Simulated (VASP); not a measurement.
A run of VASP 6.6.1 is set up as follows.

INCAR

```
SYSTEM = Be3N2
PREC     = Accurate       ! precision mode
ENCUT    = 520            ! plane-wave cutoff, eV
EDIFF    = 1E-6           ! SCF threshold, eV
ISMEAR   = 0              ! smearing method
SIGMA    = 0.05           ! smearing width, eV
LREAL    = .FALSE.        ! projectors in reciprocal space
LASPH    = .TRUE.         ! aspherical terms in the spheres
NELM     = 100            ! most SCF steps
ALGO     = Normal         ! electronic algorithm
ISIF     = 2              ! what is computed and relaxed
LWAVE    = .FALSE.        ! write WAVECAR
LCHARG   = .FALSE.        ! write CHGCAR
GGA      = CA             ! functional
NBANDS   = 16             ! bands
```

KPOINTS

```
Automatic mesh
0
G
  9 9 6
  0 0 0
```

POSCAR

```
Be3N2
1.0
    2.8177777140      0.0000000000      0.0000000000
   -1.4088888570      2.4402670826      0.0000000000
    0.0000000000      0.0000000000      4.6670220000
Be N
3 2
Direct
    0.0000000000      0.0000000000      0.0000000000
    0.6666666667      0.3333333333      0.6496330000
    0.3333333333      0.6666666667      0.3503670000
    0.3333333333      0.6666666667      0.7470580000
    0.6666666667      0.3333333333      0.2529420000
```

Potentials or basis: VASP PAW LDA potentials, release 64 (Be, N).

Run with:

```sh
$ cat potpaw_LDA.64/Be/POTCAR potpaw_LDA.64/N/POTCAR > POTCAR
$ mpirun -np 1 vasp_std > vasp.out
```

Question: Estimate the band gap on the k mesh.

Answer: 4.23 eV, indirect (least direct gap 5.94 eV).

Question: Predict the pressure.

Answer: -9.5 GPa.

Question: Estimate the largest force.

Answer: 0.098 eV/Å.

Forces on the atoms (eV/Å):
```
Be   0.000  0.000  0.000
Be   0.000  0.000  0.006
Be   0.000  0.000 -0.006
N    0.000  0.000 -0.098
N    0.000  0.000  0.098
```

A k mesh can miss the band edges.
